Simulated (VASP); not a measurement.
The system is CsSnBr3.

```
Cs Sn Br
1.0
     5.83901    0.00000    0.00000
     0.00000    5.83901    0.00000
     0.00000    0.00000    5.83901
Cs Sn Br
1 1 3
Direct
  0.00000 0.00000 0.00000
  0.50000 0.50000 0.50000
  0.50000 0.00000 0.50000
  0.50000 0.50000 0.00000
  0.00000 0.50000 0.50000
```

Base run:

| Property | Result |
| --- | --- |
| Program | VASP 6.6.1 |
| Functional | BLYP |
| Potentials or basis | VASP PAW PBE potentials, release 64 (Cs_sv, Sn_d, Br) |
| Cutoff | 500 eV |
| k mesh | 4 × 4 × 4 |
| Occupations | gaussian, width 0.01 eV |
| Spin | no spin polarisation |

Its results: band gap on the k mesh 0.63 eV; pressure 2.2 GPa.

Task: The run is repeated on the same cell with these changes: functional from BLYP to LDA; potentials or basis from VASP PAW PBE potentials, release 64 (Cs_sv, Sn_d, Br) to VASP PAW LDA potentials, release 64 (Cs_sv, Sn_d, Br). What comes out?

Result: Band gap on the k mesh 0.40 eV; pressure -1.7 GPa.

Caveats: spin-orbit coupling is left out, which moves the levels of the heavy elements; the PAW data sets were made with another functional, which shifts forces and pressure a little (at least some runs).

A k mesh can miss the band edges.
